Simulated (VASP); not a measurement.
# Ge (I4_132) in VASP: notebook, part 2 of 2

VASP 6.6.1.

## 4. Single point, PBE

This run uses another cell than the first one, of 40.88 Å³/atom, 0.987 times its volume.

INCAR

```
SYSTEM = Ge
ALGO = Normal ; EDIFF = 1E-7
ENCUT = 520 ; GGA = PE
ISIF = 2 ; ISMEAR = 0
LASPH = .TRUE. ; LCHARG = .TRUE.
LELF = .TRUE. ; LREAL = .FALSE.
LVHAR = .TRUE. ; LWAVE = .FALSE.
NBANDS = 36 ; NELM = 100
PREC = Accurate ; SIGMA = 0.1
```

KPOINTS

```
k-points
0
G
  4 4 4
  0 0 0
```

POSCAR

```
Ge
1.0
   -3.4448719546      3.4448719546      3.4448719546
    3.4448719546     -3.4448719546      3.4448719546
    3.4448719546      3.4448719546     -3.4448719546
Ge
4
Direct
    0.7500000000      0.7500000000      0.7500000000
    0.5000000000      0.0000000000      0.7500000000
    0.0000000000      0.7500000000      0.5000000000
    0.7500000000      0.5000000000      0.0000000000
```

Potentials or basis: VASP PAW PBE potentials, release 64 (Ge_d).

Launch:

```console
cat potpaw_PBE.64/Ge_d/POTCAR > POTCAR
mpirun -np 1 vasp_std > vasp.out
```

OUTCAR:

```text
SYSTEM = Ge
   EDIFF = 1E-7
   ENCUT = 520
   GGA = PE
   ISIF = 2
   ISMEAR = 0
   LASPH = .TRUE.
   LREAL = .FALSE.
   NELM = 100
   PREC = Accurate

 ion  position               nearest neighbor table
   1  0.750  0.750  0.750-   2 2.44   3 2.44   4 2.44
   2  0.500  0.000  0.750-   1 2.44   4 2.44   3 2.44
   3  0.000  0.750  0.500-   1 2.44   2 2.44   4 2.44
   4  0.750  0.500  0.000-   1 2.44   3 2.44   2 2.44

  LATTYP: Found a body centered cubic cell.
 ALAT       =     6.8897439092

  Lattice vectors:

 A1 = (  -3.4448719546,   3.4448719546,   3.4448719546)
 A2 = (   3.4448719546,  -3.4448719546,   3.4448719546)
 A3 = (   3.4448719546,   3.4448719546,  -3.4448719546)

Analysis of symmetry for initial positions (statically):
=====================================================================
 Subroutine PRICEL returns:
 Original cell was already a primitive cell.

 Routine SETGRP: Setting up the symmetry group for a
 body centered cubic supercell.
[... 153 lines left out ...]
  free energy    TOTEN  =       -14.49378675 eV

  energy without entropy =      -14.44966870  energy(sigma->0) =      -14.47172773

 E-fermi :   0.4842     XC(G=0):  -7.0329

 val. band max:        0.4670276486   @ k =   0.2500   0.0000   0.0000
 cond. band min:       0.5026355999   @ k =  -0.2500   0.2500   0.2500
 fundamental gap:      0.0356079513
 Fermi energy:         0.4841621485

 k-point     1 :       0.0000    0.0000    0.0000
  band No.  band energies     occupation
      1     -24.2175      2.00000
      2     -24.2175      2.00000
      3     -24.1820      2.00000
      4     -24.1820      2.00000
      5     -24.1820      2.00000
      6     -24.1519      2.00000
[... 301 lines left out ...]
     35       7.4881      0.00000
     36       7.4881      0.00000

------------------------ aborting loop because EDIFF is reached ----------------------------------------

  FORCE on cell =-STRESS in cart. coord.  units (eV):
  Direction    XX          YY          ZZ          XY          YZ          ZX
  --------------------------------------------------------------------------------------
  -------------------------------------------------------------------------------------
  Total        0.1257467      0.1257467      0.1257467      0.0000000      0.0000000     -0.0000000
  in kB        1.2320485      1.2320485      1.2320485      0.0000000      0.0000000     -0.0000000
  external PRESSURE =       1.2320485 kB  Pullay stress =       0.0000000 kB

 VOLUME and BASIS-vectors are now :
 -----------------------------------------------------------------------------
  energy-cutoff  :      520.00
  volume of cell :      163.52
      direct lattice vectors                 reciprocal lattice vectors
    -3.444871955  3.444871955  3.444871955     0.000000000  0.145143276  0.145143276
     3.444871955 -3.444871955  3.444871955     0.145143276  0.000000000  0.145143276
     3.444871955  3.444871955 -3.444871955     0.145143276  0.145143276  0.000000000

 POSITION                                       TOTAL-FORCE (eV/Angst)
 -----------------------------------------------------------------------------------
      2.58365      2.58365      2.58365        -0.000000      0.000000     -0.000000
      0.86122      4.30609     -0.86122         0.000000     -0.000000     -0.000000
      4.30609     -0.86122      0.86122         0.000000     -0.000000      0.000000
     -0.86122      0.86122      4.30609        -0.000000      0.000000     -0.000000
 -----------------------------------------------------------------------------------
    total drift:                               -0.000000      0.000000      0.000000

  FREE ENERGIE OF THE ION-ELECTRON SYSTEM (eV)
  ---------------------------------------------------
  free  energy   TOTEN  =       -14.4937867477 eV

  energy  without entropy=      -14.4496687023  energy(sigma->0) =      -14.47172773
```

stdout:

```text
POSCAR found type information on POSCAR Ge
 POSCAR found :  1 types and       4 ions
 scaLAPACK will be used
 LDA part: xc-table for (Slater+PW92), standard interpolation
 POSCAR, INCAR and KPOINTS ok, starting setup
 FFT: planning ... GRIDC
 FFT: planning ... GRID_SOFT
 FFT: planning ... GRID
 WAVECAR not read
 entering main loop
```

Run time: 54 s. Hardware: 1 thread of Intel Xeon Platinum 8259CL at 2.50GHz (Skylake/Cascade Lake), shared host; peak memory 0.31 GiB.

What came out:

```
Free energy            : -14.4938 eV
Pressure               : 0.1 GPa
Band gap on the k mesh : zero (band 28 reaches 1.12 eV, above the bottom of band 29 at -0.09 eV)
```

## 5. Relaxation of cell and atoms, PBE

This run uses another cell than the first one, of 34.59 Å³/atom, 0.835 times its volume.

INCAR

```
PREC = Accurate
ENCUT = 600
EDIFF = 1E-6
ISMEAR = 0
SIGMA = 0.1
LREAL = F
LASPH = T
NELM = 100
ALGO = Normal
ISIF = 3
LWAVE = F
LCHARG = F
GGA = PE
IBRION = 2
NSW = 90
EDIFFG = -0.04
```

KPOINTS

```
Automatic mesh
0
Gamma
  4 4 4
```

POSCAR

```
Ge
1.0
   -3.2583480500      3.2583480500      3.2583480500
    3.2583480500     -3.2583480500      3.2583480500
    3.2583480500      3.2583480500     -3.2583480500
Ge
4
Direct
    0.7500000000      0.7500000000      0.7500000000
    0.5000000000      0.0000000000      0.7500000000
    0.0000000000      0.7500000000      0.5000000000
    0.7500000000      0.5000000000      0.0000000000
```

Launch:

```console
cat potpaw_PBE.64/Ge_d/POTCAR > POTCAR
mpirun -np 1 vasp_std > vasp.out
```

Run time: 1.8 min. Hardware: 1 thread of Intel Xeon Platinum 8259CL at 2.50GHz (Skylake/Cascade Lake), shared host; peak memory 0.32 GiB.

It converged, with:

```
Free energy                            : -14.4936 eV
Relaxed volume                         : 41.09 Å³/atom
Relaxed cell                           : a = 5.977 Å, b = 5.977 Å, c = 5.977 Å, α = 109.47°, β = 109.47°, γ = 109.47°
Space group after relaxing (to 0.05 Å) : I4_132 (No. 214)
Energy gained by relaxing              : 102.3 meV/atom
Ionic steps                            : 3
Pressure after relaxing                : 0.0 GPa
Band gap on the k mesh                 : zero (band 28 reaches 1.10 eV, above the bottom of band 29 at -0.11 eV)
```

The path:
```tsv
step	energy change (eV)	largest force (eV/Å)	pressure (GPa)	volume (Å³)
1	0.0000	0.0000	5.99	138.37
2	-0.4084	0.0000	-0.19	165.94
3	-0.4092	0.0000	0.04	164.35
```

Final structure:
```yaml
crystal:
  lattice:
    - [-3.45070, 3.45070, 3.45070]
    - [3.45070, -3.45070, 3.45070]
    - [3.45070, 3.45070, -3.45070]
  atoms:
    - { symbol: Ge, position: [0.75000, 0.75000, 0.75000] }
    - { symbol: Ge, position: [0.50000, 0.00000, 0.75000] }
    - { symbol: Ge, position: [0.00000, 0.75000, 0.50000] }
    - { symbol: Ge, position: [0.75000, 0.50000, 0.00000] }
```

Levels at points of the mesh, in eV from the Fermi level:
| k point | band 24 | band 25 | band 26 | band 27 | band 28 | band 29 | band 30 | band 31 | band 32 | band 33 |
| --- | --- | --- | --- | --- | --- | --- | --- | --- | --- | --- |
| (0.00, 0.00, 0.00) | -7.15 | -2.80 | -2.80 | -0.57 | -0.57 | -0.57 | 2.96 | 3.01 | 3.01 | 3.01 |
| (0.50, 0.00, 0.00) | -5.33 | -2.91 | -2.48 | -0.29 | -0.10 | 0.46 | 0.93 | 1.67 | 3.45 | 4.02 |
| (0.50, 0.50, 0.50) | -2.87 | -2.87 | -2.87 | -1.74 | 0.63 | 1.23 | 1.23 | 1.23 | 3.51 | 3.51 |

Caveat: the volume moved by over 15 % at a fixed basis, so the end points are rough.

## 6. Single point, PBE

This run uses another cell than the first one, of 34.59 Å³/atom, 0.835 times its volume.

INCAR

```
PREC = Accurate
ENCUT = 520
EDIFF = 1E-6
ISMEAR = 0
SIGMA = 0.1
LREAL = F
LASPH = T
NELM = 80
ALGO = Normal
ISIF = 2
LWAVE = F
LCHARG = F
GGA = PE
NBANDS = 36
```

KPOINTS is that of step 5.

POSCAR is that of step 5.

Potentials or basis: VASP PAW PBE potentials, release 64 (Ge_d).

Launch:

```console
cat potpaw_PBE.64/Ge_d/POTCAR > POTCAR
mpirun -np 1 vasp_std > vasp.out
```

It took 69 s on 1 thread of AMD EPYC 7R13, shared host; peak memory 0.22 GiB.

It converged, with:

* Free energy: -14.0842 eV
* Pressure: 6.0 GPa
* Band gap on the k mesh: zero (band 28 reaches 2.05 eV, above the bottom of band 29 at 0.54 eV)

Levels at points of the mesh, in eV from the Fermi level:
```
           k point  band 25  band 26  band 27  band 28  band 29  band 30  band 31  band 32
(0.00, 0.00, 0.00)    -3.09    -3.09    -0.73    -0.73    -0.73     3.47     3.56     3.63
(0.50, 0.00, 0.00)    -3.26    -2.77    -0.30    -0.05     0.57     1.85     1.95     4.13
(0.50, 0.50, 0.50)    -3.24    -3.24    -0.37     0.78     1.42     1.42     1.42     4.04
```

## 7. Summary

| task | cell | k mesh | cutoff (eV) | gap on the mesh (eV) | pressure (GPa) | relaxed volume (Å³/atom) |
| --- | --- | --- | --- | --- | --- | --- |
| single point | a = 5.993 Å, angles 109.5°, 4 atoms | 10 × 10 × 10 | 520 | none | 0.0 | - |
| relaxation of cell and atoms | relaxed from a = 5.967 Å, angles 109.5°, 4 atoms | 10 × 10 × 10 | 600 | none | 0.0 | 41.43 |
| single point | a = 5.967 Å, angles 109.5°, 4 atoms | 4 × 4 × 4 | 520 | none | 0.1 | - |
| relaxation of cell and atoms | relaxed from a = 5.644 Å, angles 109.5°, 4 atoms | 4 × 4 × 4 | 600 | none | 0.0 | 41.09 |
| single point | a = 5.644 Å, angles 109.5°, 4 atoms | 4 × 4 × 4 | 520 | none | 6.0 | - |

Alike in all rows: level PBE; potentials or basis VASP PAW PBE potentials, release 64 (Ge_d); no spin polarisation; smearing gaussian 0.1 eV.

Caveats: the volume moved by over 15 % at a fixed basis, so the end points are rough (some runs).

Total energies depend on the potentials used, so only differences within one code and one set of settings carry meaning.
